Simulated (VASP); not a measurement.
# CoW3 (Pm-3m) in VASP: single point with PBEsol

Aim: the single point of CoW3 with PBEsol.

Program: VASP 6.6.1. These are calculated values, not measurements. Logs are shortened: lines on timing, memory, paths and dates and some standing lists are left out, and cuts for length are marked.

### 1 The cell of the first run

The structure is cubic, space group Pm-3m (No. 221). Conventional cell: a = 3.900 Å, b = 3.900 Å, c = 3.900 Å, α = 90.00°, β = 90.00°, γ = 90.00°. Within 3.6 Å of Co (site symmetry m-3m) lie 12 W at 2.76 Å. W (site symmetry 4/mmm) has 4 Co at 2.76 Å and 8 W at 2.76 Å within 3.6 Å.

### 2 Single point, PBEsol, collinear spin, ferromagnetic start

File POSCAR:

```
CoW3
1.0
    3.8995154770      0.0000000000      0.0000000000
    0.0000000000      3.8995154770      0.0000000000
    0.0000000000      0.0000000000      3.8995154770
Co W
1 3
Direct
    0.0000000000      0.0000000000      0.0000000000
    0.0000000000      0.5000000000      0.5000000000
    0.5000000000      0.0000000000      0.5000000000
    0.5000000000      0.5000000000      0.0000000000
```

File INCAR.step1:

```
PREC     = Accurate       # precision mode
ENCUT    = 520            # plane-wave cutoff, eV
EDIFF    = 1E-6           # SCF threshold, eV
ISMEAR   = 0              # smearing method
SIGMA    = 0.1            # smearing width, eV
LREAL    = F              # projectors in reciprocal space
LASPH    = T              # aspherical terms in the spheres
NELM     = 150            # most SCF steps
ALGO     = Normal         # electronic algorithm
ISIF     = 2              # what is computed and relaxed
LWAVE    = F              # write WAVECAR
LCHARG   = T              # write CHGCAR
ISPIN    = 2              # spin polarisation
MAGMOM   = 3.2 0 0 0      # initial moments
LMAXMIX  = 4              # l up to which the mixer works
GGA      = PS             # functional
NBANDS   = 38             # bands
```

File KPOINTS.step1:

```
regular mesh
0
Gamma
  8 8 8
```

File INCAR.step2:

```
PREC     = Accurate       # precision mode
ENCUT    = 520            # plane-wave cutoff, eV
EDIFF    = 1E-6           # SCF threshold, eV
ISMEAR   = -5             # smearing method
SIGMA    = 0.1            # smearing width, eV
LREAL    = F              # projectors in reciprocal space
LASPH    = T              # aspherical terms in the spheres
NELM     = 150            # most SCF steps
ALGO     = Normal         # electronic algorithm
ISIF     = 2              # what is computed and relaxed
LWAVE    = F              # write WAVECAR
LCHARG   = F              # write CHGCAR
ISPIN    = 2              # spin polarisation
MAGMOM   = 3.2 0 0 0      # initial moments
LORBIT   = 11             # projections on sites
LMAXMIX  = 4              # l up to which the mixer works
GGA      = PS             # functional
NBANDS   = 38             # bands
NEDOS    = 1001           # points of the DOS
ICHARG   = 11             # starting density
```

File KPOINTS.step2:

```
regular mesh
0
Gamma
  12 12 12
```

Potentials or basis: VASP PAW PBE potentials, release 64 (Co, W_sv).

Launch:

```
cat potpaw_PBE.64/Co/POTCAR potpaw_PBE.64/W_sv/POTCAR > POTCAR
cp INCAR.step1 INCAR
cp KPOINTS.step1 KPOINTS
mpirun -np 1 vasp_std > vasp.out
cp INCAR.step2 INCAR
cp KPOINTS.step2 KPOINTS
mpirun -np 1 vasp_std > vasp.out
```

OUTCAR:

```text
PREC = Accurate
   ENCUT = 520
   EDIFF = 1E-6
   ISMEAR = -5
   LREAL = F
   LASPH = T
   NELM = 150
   ISIF = 2
   ISPIN = 2
   LORBIT = 11
   GGA = PS
   ICHARG = 11

 ion  position               nearest neighbor table
   1  0.000  0.000  0.000-   2 2.76   3 2.76   4 2.76   2 2.76   3 2.76   2 2.76   4 2.76   2 2.76
                             3 2.76   4 2.76   3 2.76   4 2.76
   2  0.000  0.500  0.500-   1 2.76   3 2.76   4 2.76   1 2.76   4 2.76   1 2.76   3 2.76   1 2.76
                             3 2.76   4 2.76   4 2.76   3 2.76
   3  0.500  0.000  0.500-   1 2.76   2 2.76   4 2.76   1 2.76   4 2.76   2 2.76   4 2.76   4 2.76
                             1 2.76   2 2.76   1 2.76   2 2.76
   4  0.500  0.500  0.000-   1 2.76   2 2.76   3 2.76   2 2.76   3 2.76   1 2.76   3 2.76   3 2.76
                             1 2.76   2 2.76   2 2.76   1 2.76

  LATTYP: Found a simple cubic cell.
 ALAT       =     3.8995154770

  Lattice vectors:

 A1 = (   3.8995154770,   0.0000000000,   0.0000000000)
 A2 = (   0.0000000000,   3.8995154770,   0.0000000000)
 A3 = (   0.0000000000,   0.0000000000,   3.8995154770)

Analysis of symmetry for initial positions (statically):
=====================================================================
 Subroutine PRICEL returns:
 Original cell was already a primitive cell.

 Routine SETGRP: Setting up the symmetry group for a
 simple cubic supercell.

 Subroutine GETGRP returns: Found 48 space group operations
 (whereof 48 operations were pure point group operations)
 out of a pool of 48 trial point group operations.

The static configuration has the point symmetry O_h .

Analysis of symmetry for dynamics (positions and initial velocities):
=====================================================================
 Subroutine PRICEL returns:
 Original cell was already a primitive cell.

 Routine SETGRP: Setting up the symmetry group for a
 simple cubic supercell.

 Subroutine GETGRP returns: Found 48 space group operations
 (whereof 48 operations were pure point group operations)
 out of a pool of 48 trial point group operations.

The dynamic configuration has the point symmetry O_h .

Analysis of structural, dynamic, and magnetic symmetry:
=====================================================================
 Subroutine PRICEL returns:
 Original cell was already a primitive cell.

 Routine SETGRP: Setting up the symmetry group for a
 simple cubic supercell.

 Subroutine GETGRP returns: Found 48 space group operations
 (whereof 48 operations were pure point group operations)
 out of a pool of 48 trial point group operations.

The overall configuration has the point symmetry O_h .

 Subroutine INISYM returns: Found 48 space group operations
 (whereof 48 operations are pure point group operations),
 and found     1 'primitive' translations

----------------------------------------------------------------------------------------

                                     Primitive cell

  volume of cell :      59.2969

  direct lattice vectors                    reciprocal lattice vectors
     3.899515477  0.000000000  0.000000000     0.256442116  0.000000000  0.000000000
     0.000000000  3.899515477  0.000000000     0.000000000  0.256442116  0.000000000
     0.000000000  0.000000000  3.899515477     0.000000000  0.000000000  0.256442116

  length of vectors
     3.899515477  3.899515477  3.899515477     0.256442116  0.256442116  0.256442116

  position of ions in fractional coordinates (direct lattice)
     0.000000000  0.000000000  0.000000000
     0.000000000  0.500000000  0.500000000
     0.500000000  0.000000000  0.500000000
     0.500000000  0.500000000  0.000000000

  ion indices of the primitive-cell ions
   primitive index   ion index
                 1           1
                 2           2
                 3           3
                 4           4

----------------------------------------------------------------------------------------

 KPOINTS: regular mesh

Automatic generation of k-mesh.
 Grid dimensions read from file:
 generate k-points for:   12   12   12

 Generating k-lattice:

  Cartesian coordinates                     Fractional coordinates (reciprocal lattice)
     0.021370176  0.000000000  0.000000000     0.083333333  0.000000000  0.000000000
     0.000000000  0.021370176  0.000000000     0.000000000  0.083333333  0.000000000
     0.000000000  0.000000000  0.021370176     0.000000000  0.000000000  0.083333333

  Length of vectors
     0.021370176  0.021370176  0.021370176

  Shift w.r.t. Gamma in fractional coordinates (k-lattice)
     0.000000000  0.000000000  0.000000000

 TETIRR: Found    854 inequivalent tetrahedra from    10368

 Subroutine IBZKPT returns following result:
 ===========================================

 Found     84 irreducible k-points:

 Following reciprocal coordinates:
            Coordinates               Weight
  0.000000  0.000000  0.000000      1.000000
  0.083333  0.000000  0.000000      6.000000
  0.166667  0.000000  0.000000      6.000000
  0.250000  0.000000  0.000000      6.000000
  0.333333  0.000000  0.000000      6.000000
  0.416667  0.000000  0.000000      6.000000
[... 16 lines left out ...]
  0.333333  0.333333  0.000000     12.000000
  0.416667  0.333333  0.000000     24.000000
 [... further k-points ...]
   k-points           NKPTS =     84   k-points in BZ     NKDIM =     84   number of bands    NBANDS=     38
   number of dos      NEDOS =   1001   number of ions     NIONS =      4
   total plane-waves  NPLWV =  27000
   dimension x,y,z NGX =    30 NGY =   30 NGZ =   30
   dimension x,y,z NGXF=    60 NGYF=   60 NGZF=   60
   ions per type =               1   3
   NGX,Y,Z   is equivalent  to a cutoff of  12.79, 12.79, 12.79 a.u.
   NGXF,Y,Z  is equivalent  to a cutoff of  25.58, 25.58, 25.58 a.u.
 SYSTEM =  unknown system
   PREC   = accura    normal or accurate (medium, high low for compatibility)
   ISTART =      0    job   : 0-new  1-cont  2-samecut
   ICHARG =     11    charge: 1-file 2-atom 10-const
   ISPIN  =      2    spin polarized calculation?
   LNONCOLLINEAR =      F non collinear calculations
   LSORBIT =      F    spin-orbit coupling
   LASPH  =      T    aspherical Exc in radial PAW
   ENCUT  =  520.0 eV  38.22 Ry    6.18 a.u.   7.25  7.25  7.25*2*pi/ulx,y,z
   NELM   =    150;   NELMIN=  2; NELMDL=  0     # of ELM steps
   EDIFF  = 0.1E-05   stopping-criterion for ELM
   LREAL  =      F    real-space projection
   EDIFFG = 0.1E-04   stopping-criterion for IOM
   NSW    =      0    number of steps for IOM
   IBRION =     -1    ionic relax: 0-MD 1-quasi-New 2-CG
   NFREE  =      0    steps in history (QN), initial steepest desc. (CG)
   ISIF   =      2    stress and relaxation
   ISYM   =      2    0-nonsym 1-usesym 2-fastsym
   POTIM  = 0.5000    time-step for ionic-motion
   TEBEG  =    0.0;   TEEND  =   0.0 temperature during run
   PSTRESS=    0.0 pullay stress
   NELECT =      51.0000    total number of electrons
   NUPDOWN=      -1.0000    fix difference up-down
   EMIN   =  10.00;   EMAX   =-10.00  energy-range for DOS
   EFERMI =   0.00;   METHOD = LEGACY
   ISMEAR =    -5;   SIGMA  =   0.10  broadening in eV -4-tet -1-fermi 0-gaus
   EFERMI_NEDOS =   21; number of points for ismear=-14 and -15
   IALGO  =     38    algorithm
   IMIX   =      4    mixing-type and parameters
     AMIX     =   0.40;   BMIX     =  1.00
     AMIX_MAG =   1.60;   BMIX_MAG =  1.00
  volume/ion in A,a.u.               =      14.82       100.04
  Fermi-wavevector in a.u.,A,eV,Ry     =   1.556877  2.942071 32.978690  2.423865
  Thomas-Fermi vector in A             =   2.660609
   LORBIT       =     11    0 simple, 1 ext, 2 COOP (PROOUT), +10 PAW based schemes
   GGA     = PS    functional components
   LHFCALC =     F    Hartree Fock is set to
   AEXX    =    0.0000 exact exchange contribution
   IVDW    =     0    specifies the selected vdW correction
   LEPSILON=     F    determine dielectric tensor
   LRPA    =     F    only Hartree local field effects (RPA)
 spin polarized calculation
 Fermi weights with tetrahedron method with Bloechl corrections
  energy-cutoff  :      520.00
  volume of cell :       59.30
 maximum number of plane-waves:      1628
 NGX is ok and might be reduce to    30

 number of electron      51.0000009 magnetization      -0.0002196

 Free energy of the ion-electron system (eV)
  ---------------------------------------------------
  ext. energy  EPLUGINS =         0.00000000
  ---------------------------------------------------
  free energy    TOTEN  =       -48.08449213 eV

  energy without entropy =      -48.08449213  energy(sigma->0) =      -48.08449213

 E-fermi :  10.3633     XC(G=0): -13.6287

 val. band max:       10.4831799468   @ k =   0.4167   0.0000   0.0000
 cond. band min:      10.3105815181   @ k =   0.5000   0.3333   0.3333
 fundamental gap:     -0.1725984288
 Fermi energy:        10.3632921616

 spin component 1

 k-point     1 :       0.0000    0.0000    0.0000
  band No.  band energies     occupation
      1     -63.2870      1.00000
      2     -63.1227      1.00000
      3     -63.1227      1.00000
      4     -27.9687      1.00000
      5     -27.9687      1.00000
      6     -27.9687      1.00000
[... 949 lines left out ...]
     36      17.7966      0.00000
     37      21.2909      0.00000

 [... further k-points ...]

 spin component 2

 k-point     1 :       0.0000    0.0000    0.0000
  band No.  band energies     occupation
      1     -63.2870      1.00000
      2     -63.1227      1.00000
      3     -63.1227      1.00000
      4     -27.9687      1.00000
      5     -27.9687      1.00000
      6     -27.9687      1.00000
[... 949 lines left out ...]
     36      17.7965      0.00000
     37      21.2908      0.00000

 [... further k-points ...]

 [bands above 37 left out]

------------------------ aborting loop because EDIFF is reached ----------------------------------------

  FORCE on cell =-STRESS in cart. coord.  units (eV):
  Direction    XX          YY          ZZ          XY          YZ          ZX
  --------------------------------------------------------------------------------------
  -------------------------------------------------------------------------------------
  Total       -3.9118593     -3.9118593     -3.9118593      0.0000000     -0.0000000     -0.0000000
  in kB     -105.6968063   -105.6968063   -105.6968063      0.0000000     -0.0000000     -0.0000000
  external PRESSURE =    -105.6968063 kB  Pullay stress =       0.0000000 kB

 VOLUME and BASIS-vectors are now :
 -----------------------------------------------------------------------------
  energy-cutoff  :      520.00
  volume of cell :       59.30
      direct lattice vectors                 reciprocal lattice vectors
     3.899515477  0.000000000  0.000000000     0.256442116  0.000000000  0.000000000
     0.000000000  3.899515477  0.000000000     0.000000000  0.256442116  0.000000000
     0.000000000  0.000000000  3.899515477     0.000000000  0.000000000  0.256442116

 POSITION                                       TOTAL-FORCE (eV/Angst)
 -----------------------------------------------------------------------------------
      0.00000      0.00000      0.00000         0.000000      0.000000      0.000000
      0.00000      1.94976      1.94976         0.000000      0.000000      0.000000
      1.94976      0.00000      1.94976         0.000000      0.000000      0.000000
      1.94976      1.94976      0.00000         0.000000      0.000000      0.000000
 -----------------------------------------------------------------------------------
    total drift:                                0.000000      0.000000     -0.000000

  FREE ENERGIE OF THE ION-ELECTRON SYSTEM (eV)
  ---------------------------------------------------
  free  energy   TOTEN  =       -48.0844921293 eV

  energy  without entropy=      -48.0844921293  energy(sigma->0) =      -48.08449213

 total charge

# of ion       s       p       d       tot
------------------------------------------
    1        0.465   0.554   7.277   8.296
    2        2.419   6.306   3.367  12.093
    3        2.419   6.306   3.367  12.093
    4        2.419   6.306   3.367  12.093
--------------------------------------------------
tot          7.724  19.472  17.379  44.575

 magnetization (x)

# of ion       s       p       d       tot
------------------------------------------
    1       -0.000  -0.000  -0.000  -0.000
    2        0.000   0.000  -0.000  -0.000
    3        0.000   0.000  -0.000  -0.000
    4        0.000   0.000  -0.000  -0.000
--------------------------------------------------
tot          0.000  -0.000  -0.000  -0.000
```

Wall time 5.5 min (1 thread of Intel Xeon Platinum 8375C at 2.90GHz (Ice Lake), shared host); peak memory 0.37 GiB.

Results:

| Item | Value |
| --- | --- |
| Net moment | 0.00 μB per cell |
| Valence electrons inside the program's atomic spheres | Co 8.30; W 12.09 |

Levels at points of the mesh, in eV from the Fermi level:
Spin up:
| k point | band 22 | band 23 | band 24 | band 25 | band 26 | band 27 | band 28 | band 29 |
| --- | --- | --- | --- | --- | --- | --- | --- | --- |
| (0.00, 0.00, 0.00) | -1.05 | 0.40 | 0.40 | 2.89 | 2.89 | 2.89 | 3.04 | 3.04 |
| (0.50, 0.00, 0.00) | -1.90 | -1.00 | 0.05 | 0.25 | 0.25 | 0.65 | 0.98 | 1.83 |
| (0.50, 0.50, 0.00) | -1.96 | -1.96 | -1.76 | -0.92 | 0.57 | 0.57 | 1.00 | 1.00 |
| (0.50, 0.50, 0.50) | -0.81 | -0.81 | -0.81 | 0.47 | 0.47 | 0.47 | 1.13 | 2.46 |
Spin down:
```csv
k point,band 22,band 23,band 24,band 25,band 26,band 27,band 28,band 29
"(0.00, 0.00, 0.00)",-1.05,0.40,0.40,2.89,2.89,2.89,3.04,3.04
"(0.50, 0.00, 0.00)",-1.90,-1.00,0.05,0.25,0.25,0.65,0.97,1.83
"(0.50, 0.50, 0.00)",-1.96,-1.96,-1.76,-0.92,0.57,0.57,1.00,1.00
"(0.50, 0.50, 0.50)",-0.81,-0.81,-0.81,0.47,0.47,0.47,1.13,2.46
```

Caveat: the moments typed at the start vanished in this run; the PAW data sets were made with another functional, which shifts forces and pressure a little; spin-orbit coupling is left out, which moves the levels of the heavy elements.
